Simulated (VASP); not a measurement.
# InP (F-43m) in VASP: notebook

Aim: see how the results for InP move with the level of theory and the settings. Levels: revPBE+D4, BLYP+D3(BJ). Tasks: single point.

Program: VASP 6.6.1. These are calculated values, not measurements. Logs are shortened: lines on timing, memory, paths and dates and some standing lists are left out, and cuts for length are marked.

### Step 1. The cell of the first run

The structure is cubic, space group F-43m (No. 216). The conventional cell has a = 5.922 Å, b = 5.922 Å, c = 5.922 Å, α = 90.00°, β = 90.00°, γ = 90.00°. Within 3.4 Å of In (site symmetry -43m) lie 4 P at 2.56 Å. Within 3.4 Å of P (site symmetry -43m) lie 4 In at 2.56 Å.

### Step 2. Single point, revPBE+D4 (volume scaled by 1.02)

INCAR reads:

```
SYSTEM = InP
PREC     = Accurate       ! precision mode
ENCUT    = 520            ! plane-wave cutoff, eV
EDIFF    = 1E-7           ! SCF threshold, eV
ISMEAR   = 0              ! smearing method
SIGMA    = 0.05           ! smearing width, eV
LREAL    = .False.        ! projectors in reciprocal space
LASPH    = .True.         ! aspherical terms in the spheres
NELM     = 100            ! most SCF steps
ALGO     = Normal         ! electronic algorithm
ISIF     = 2              ! what is computed and relaxed
LWAVE    = .False.        ! write WAVECAR
LCHARG   = .False.        ! write CHGCAR
GGA      = RE             ! functional
IVDW     = 13             ! dispersion correction
NBANDS   = 16             ! bands
```

KPOINTS reads:

```
Automatic mesh
0
Gamma
  8 8 8
  0 0 0
```

POSCAR reads:

```
InP
1.0
    0.0000000000      2.9607917316      2.9607917316
    2.9607917316      0.0000000000      2.9607917316
    2.9607917316      2.9607917316      0.0000000000
In P
1 1
Direct
    0.0000000000      0.0000000000      0.0000000000
    0.7500000000      0.7500000000      0.7500000000
```

Potentials or basis: VASP PAW PBE potentials, release 64 (In_d, P).

Started as:

```sh
$ cat potpaw_PBE.64/In_d/POTCAR potpaw_PBE.64/P/POTCAR > POTCAR
$ mpirun -np 1 vasp_std > vasp.out
```

OUTCAR:

```text
SYSTEM = InP
   PREC = Accurate
   ENCUT = 520
   EDIFF = 1E-7
   ISMEAR = 0
   LREAL = .False.
   LASPH = .True.
   NELM = 100
   ISIF = 2
   GGA = RE
   IVDW = 13

 ion  position               nearest neighbor table
   1  0.000  0.000  0.000-   2 2.56   2 2.56   2 2.56   2 2.56
   2  0.750  0.750  0.750-   1 2.56   1 2.56   1 2.56   1 2.56

  LATTYP: Found a face centered cubic cell.
 ALAT       =     5.9215834632

  Lattice vectors:

 A1 = (   0.0000000000,   2.9607917316,   2.9607917316)
 A2 = (   2.9607917316,   0.0000000000,   2.9607917316)
 A3 = (   2.9607917316,   2.9607917316,   0.0000000000)

Analysis of symmetry for initial positions (statically):
=====================================================================
 Subroutine PRICEL returns:
 Original cell was already a primitive cell.

 Routine SETGRP: Setting up the symmetry group for a
 face centered cubic supercell.

 Subroutine GETGRP returns: Found 24 space group operations
 (whereof 24 operations were pure point group operations)
 out of a pool of 48 trial point group operations.

The static configuration has the point symmetry T_d .

Analysis of symmetry for dynamics (positions and initial velocities):
=====================================================================
 Subroutine PRICEL returns:
 Original cell was already a primitive cell.

 Routine SETGRP: Setting up the symmetry group for a
 face centered cubic supercell.

 Subroutine GETGRP returns: Found 24 space group operations
 (whereof 24 operations were pure point group operations)
 out of a pool of 48 trial point group operations.

The dynamic configuration has the point symmetry T_d .

 Subroutine INISYM returns: Found 24 space group operations
 (whereof 24 operations are pure point group operations),
 and found     1 'primitive' translations

----------------------------------------------------------------------------------------

                                     Primitive cell

  volume of cell :      51.9103

  direct lattice vectors                    reciprocal lattice vectors
     0.000000000  2.960791732  2.960791732    -0.168873749  0.168873749  0.168873749
     2.960791732  0.000000000  2.960791732     0.168873749 -0.168873749  0.168873749
     2.960791732  2.960791732  0.000000000     0.168873749  0.168873749 -0.168873749

  length of vectors
     4.187191822  4.187191822  4.187191822     0.292497913  0.292497913  0.292497913

  position of ions in fractional coordinates (direct lattice)
     0.000000000  0.000000000  0.000000000
     0.750000000  0.750000000  0.750000000

  ion indices of the primitive-cell ions
   primitive index   ion index
                 1           1
                 2           2

----------------------------------------------------------------------------------------

 KPOINTS: Automatic mesh

Automatic generation of k-mesh.
 Grid dimensions read from file:
 generate k-points for:    8    8    8

 Generating k-lattice:

  Cartesian coordinates                     Fractional coordinates (reciprocal lattice)
    -0.021109219  0.021109219  0.021109219     0.125000000  0.000000000  0.000000000
     0.021109219 -0.021109219  0.021109219     0.000000000  0.125000000  0.000000000
     0.021109219  0.021109219 -0.021109219     0.000000000  0.000000000  0.125000000

  Length of vectors
     0.036562239  0.036562239  0.036562239

  Shift w.r.t. Gamma in fractional coordinates (k-lattice)
     0.000000000  0.000000000  0.000000000

 Subroutine IBZKPT returns following result:
 ===========================================

 Found     29 irreducible k-points:

 Following reciprocal coordinates:
            Coordinates               Weight
  0.000000  0.000000  0.000000      1.000000
  0.125000  0.000000  0.000000      8.000000
  0.250000  0.000000  0.000000      8.000000
  0.375000  0.000000  0.000000      8.000000
  0.500000  0.000000  0.000000      4.000000
  0.125000  0.125000  0.000000      6.000000
[... 16 lines left out ...]
  0.500000  0.250000  0.125000     48.000000
 -0.375000  0.250000  0.125000     24.000000
 [... further k-points ...]
   k-points           NKPTS =     29   k-points in BZ     NKDIM =     29   number of bands    NBANDS=     16
   number of dos      NEDOS =    301   number of ions     NIONS =      2
   total plane-waves  NPLWV =  32768
   dimension x,y,z NGX =    32 NGY =   32 NGZ =   32
   dimension x,y,z NGXF=    64 NGYF=   64 NGZF=   64
   ions per type =               1   1
   NGX,Y,Z   is equivalent  to a cutoff of  12.71, 12.71, 12.71 a.u.
   NGXF,Y,Z  is equivalent  to a cutoff of  25.41, 25.41, 25.41 a.u.
 SYSTEM =  InP
   PREC   = accura    normal or accurate (medium, high low for compatibility)
   ISTART =      0    job   : 0-new  1-cont  2-samecut
   ICHARG =      2    charge: 1-file 2-atom 10-const
   ISPIN  =      1    spin polarized calculation?
   LNONCOLLINEAR =      F non collinear calculations
   LSORBIT =      F    spin-orbit coupling
   LASPH  =      T    aspherical Exc in radial PAW
   ENCUT  =  520.0 eV  38.22 Ry    6.18 a.u.   7.79  7.79  7.79*2*pi/ulx,y,z
   NELM   =    100;   NELMIN=  2; NELMDL= -5     # of ELM steps
   EDIFF  = 0.1E-06   stopping-criterion for ELM
   LREAL  =      F    real-space projection
   EDIFFG = 0.1E-05   stopping-criterion for IOM
   NSW    =      0    number of steps for IOM
   IBRION =     -1    ionic relax: 0-MD 1-quasi-New 2-CG
   NFREE  =      0    steps in history (QN), initial steepest desc. (CG)
   ISIF   =      2    stress and relaxation
   ISYM   =      2    0-nonsym 1-usesym 2-fastsym
   POTIM  = 0.5000    time-step for ionic-motion
   TEBEG  =    0.0;   TEEND  =   0.0 temperature during run
   PSTRESS=    0.0 pullay stress
   NELECT =      18.0000    total number of electrons
   NUPDOWN=      -1.0000    fix difference up-down
   EMIN   =  10.00;   EMAX   =-10.00  energy-range for DOS
   EFERMI =   0.00;   METHOD = LEGACY
   ISMEAR =     0;   SIGMA  =   0.05  broadening in eV -4-tet -1-fermi 0-gaus
   EFERMI_NEDOS =   21; number of points for ismear=-14 and -15
   IALGO  =     38    algorithm
   IMIX   =      4    mixing-type and parameters
     AMIX     =   0.40;   BMIX     =  1.00
     AMIX_MAG =   1.60;   BMIX_MAG =  1.00
  volume/ion in A,a.u.               =      25.96       175.15
  Fermi-wavevector in a.u.,A,eV,Ry     =   1.150132  2.173435 17.997846  1.322804
  Thomas-Fermi vector in A             =   2.286798
   LORBIT       =      0    0 simple, 1 ext, 2 COOP (PROOUT), +10 PAW based schemes
   GGA     = RE    functional components
   LHFCALC =     F    Hartree Fock is set to
   AEXX    =    0.0000 exact exchange contribution
   IVDW    =    13    specifies the selected vdW correction
   LEPSILON=     F    determine dielectric tensor
   LRPA    =     F    only Hartree local field effects (RPA)
 non-spin polarized calculation
 Gauss-broadening in eV      SIGMA  =   0.05
  energy-cutoff  :      520.00
  volume of cell :       51.91
 maximum number of plane-waves:      1411
   NGX = 15   NGY = 15   NGZ = 15

 number of electron      18.0000008 magnetization

 Free energy of the ion-electron system (eV)
  ---------------------------------------------------
  ext. energy  EPLUGINS =         0.00000000
  ---------------------------------------------------
  free energy    TOTEN  =        -7.82562789 eV

  energy without entropy =       -7.82562789  energy(sigma->0) =       -7.82562789

 E-fermi :   5.1569     XC(G=0):  -9.0177

 val. band max:        4.9314814589   @ k =   0.0000   0.0000   0.0000
 cond. band min:       5.5718773475   @ k =   0.0000   0.0000   0.0000
 fundamental gap:      0.6403958886
 Fermi energy:         5.1568669929

 k-point     1 :       0.0000    0.0000    0.0000
  band No.  band energies     occupation
      1      -9.2100      2.00000
      2      -9.2100      2.00000
      3      -9.2100      2.00000
      4      -9.0742      2.00000
      5      -9.0742      2.00000
      6      -6.3554      2.00000
[... 8 lines left out ...]
     15      14.3104      0.00000
     16      14.3104      0.00000

 k-point     2 :       0.1250    0.0000    0.0000
  band No.  band energies     occupation
      1      -9.2263      2.00000
      2      -9.2033      2.00000
      3      -9.2033      2.00000
      4      -9.0741      2.00000
      5      -9.0741      2.00000
      6      -6.1862      2.00000
[... 8 lines left out ...]
     15      13.7211      0.00000
     16      14.2977      0.00000

 k-point     3 :       0.2500    0.0000    0.0000
  band No.  band energies     occupation
      1      -9.2638      2.00000
      2      -9.1891      2.00000
      3      -9.1891      2.00000
      4      -9.0717      2.00000
      5      -9.0717      2.00000
      6      -5.7147      2.00000
[... 8 lines left out ...]
     15      13.5093      0.00000
     16      14.1513      0.00000

 k-point     4 :       0.3750    0.0000    0.0000
  band No.  band energies     occupation
      1      -9.2995      2.00000
      2      -9.1784      2.00000
      3      -9.1784      2.00000
      4      -9.0657      2.00000
      5      -9.0657      2.00000
      6      -5.0896      2.00000
[... 8 lines left out ...]
     15      14.4050      0.00000
     16      14.4050      0.00000
[... 324 lines left out ...]
 k-point    22 :       0.3750    0.2500    0.1250
  band No.  band energies     occupation
      1      -9.2982      2.00000
      2      -9.1717      2.00000
      3      -9.1661      2.00000
      4      -9.0873      2.00000
      5      -9.0606      2.00000
      6      -5.3229      2.00000
[... 8 lines left out ...]
     15      15.0463      0.00000
     16      16.5305      0.00000

 k-point    23 :       0.5000    0.2500    0.1250
  band No.  band energies     occupation
      1      -9.3194      2.00000
      2      -9.1668      2.00000
      3      -9.1531      2.00000
      4      -9.0837      2.00000
      5      -9.0602      2.00000
      6      -4.7525      2.00000
[... 8 lines left out ...]
     15      15.7095      0.00000
     16      16.2712      0.00000

 k-point    24 :      -0.3750    0.2500    0.1250
  band No.  band energies     occupation
      1      -9.3271      2.00000
      2      -9.1663      2.00000
      3      -9.1487      2.00000
      4      -9.0784      2.00000
      5      -9.0624      2.00000
      6      -4.4407      2.00000
[... 8 lines left out ...]
     15      15.6210      0.00000
     16      16.1636      0.00000

 [... further k-points ...]

------------------------ aborting loop because EDIFF is reached ----------------------------------------

  DFT-D4 for vdW energy calculation

  Edisp (eV):   -1.03739

  FORCE on cell =-STRESS in cart. coord.  units (eV):
  Direction    XX          YY          ZZ          XY          YZ          ZX
  --------------------------------------------------------------------------------------
  -------------------------------------------------------------------------------------
  Total      -0.41454    -0.41454    -0.41454     0.00000     0.00000     0.00000
  in kB     -12.79444   -12.79444   -12.79444     0.00000     0.00000     0.00000
  external pressure =      -12.79 kB  Pullay stress =        0.00 kB

 VOLUME and BASIS-vectors are now :
 -----------------------------------------------------------------------------
  energy-cutoff  :      520.00
  volume of cell :       51.91
      direct lattice vectors                 reciprocal lattice vectors
     0.000000000  2.960791732  2.960791732    -0.168873749  0.168873749  0.168873749
     2.960791732  0.000000000  2.960791732     0.168873749 -0.168873749  0.168873749
     2.960791732  2.960791732  0.000000000     0.168873749  0.168873749 -0.168873749

 POSITION                                       TOTAL-FORCE (eV/Angst)
 -----------------------------------------------------------------------------------
      0.00000      0.00000      0.00000        -0.000000     -0.000000     -0.000000
      4.44119      4.44119      4.44119         0.000000      0.000000      0.000000
 -----------------------------------------------------------------------------------
    total drift:                                0.000000      0.000000      0.000000

  FREE ENERGIE OF THE ION-ELECTRON SYSTEM (eV)
  ---------------------------------------------------
  free  energy   TOTEN  =        -8.8630189831 eV

  energy  without entropy=       -8.8630189831  energy(sigma->0) =       -8.86301898
```

Run time: 33 s. Hardware: 1 thread of Intel Xeon 8259CL, shared host; peak memory 0.18 GiB.

What came out:

- Free energy: -8.8630 eV
- Pressure: -1.3 GPa
- Band gap on the k mesh: 0.64 eV, direct
- Dispersion energy per atom: -0.519 eV

Caveat: the PAW data sets were made with another functional, which shifts forces and pressure a little; spin-orbit coupling is left out, which moves the levels of the heavy elements.

### Step 3. Single point, BLYP+D3(BJ) (volume scaled by 1.04)

INCAR reads:

```
SYSTEM = InP
PREC = Accurate
ENCUT = 520
EDIFF = 1E-6
ISMEAR = 0
SIGMA = 0.05
LREAL = .FALSE.
LASPH = .TRUE.
NELM = 80
ALGO = Normal
ISIF = 2
LWAVE = .FALSE.
LCHARG = .FALSE.
GGA = B5
ALDAX = 1.0
AGGAX = 1.0
AGGAC = 1.0
ALDAC = 0.0
IVDW = 12
VDW_S6 = 1.0
VDW_S8 = 2.6996
VDW_A1 = 0.4298
VDW_A2 = 4.2359
NBANDS = 16
```

KPOINTS reads:

```
Automatic mesh
0
G
  8 8 8
  0 0 0
```

POSCAR reads:

```
InP
1.0
    0.0000000000      2.9929718695      2.9929718695
    2.9929718695      0.0000000000      2.9929718695
    2.9929718695      2.9929718695      0.0000000000
In P
1 1
Direct
    0.0000000000      0.0000000000      0.0000000000
    0.7500000000      0.7500000000      0.7500000000
```

Potentials or basis: VASP PAW PBE potentials, release 64 (In_d, P).

Started as:

```sh
$ cat potpaw_PBE.64/In_d/POTCAR potpaw_PBE.64/P/POTCAR > POTCAR
$ mpirun -np 1 vasp_std > vasp.out
```

Wall time 44 s (1 thread of Intel Xeon 8259CL, shared host); peak memory 0.19 GiB.

It converged, with:

- Free energy: -8.4796 eV
- Pressure: -2.2 GPa
- Band gap on the k mesh: 0.27 eV, direct
- Dispersion energy per atom: -0.666 eV

Levels at points of the mesh, in eV from the valence-band top:
| k point | band 6 | band 7 | band 8 | band 9 | band 10 | band 11 | band 12 | band 13 |
| --- | --- | --- | --- | --- | --- | --- | --- | --- |
| (0.00, 0.00, 0.00) | -11.11 | 0.00 | 0.00 | 0.00 | 0.27 | 4.10 | 4.10 | 4.10 |
| (0.50, 0.00, 0.00) | -9.60 | -5.40 | -0.88 | -0.88 | 1.33 | 4.85 | 4.85 | 7.06 |
| (0.50, 0.50, 0.00) | -9.02 | -5.51 | -2.09 | -2.09 | 1.98 | 2.32 | 8.85 | 9.11 |

Caveat: the PAW data sets were made with another functional, which shifts forces and pressure a little; spin-orbit coupling is left out, which moves the levels of the heavy elements.
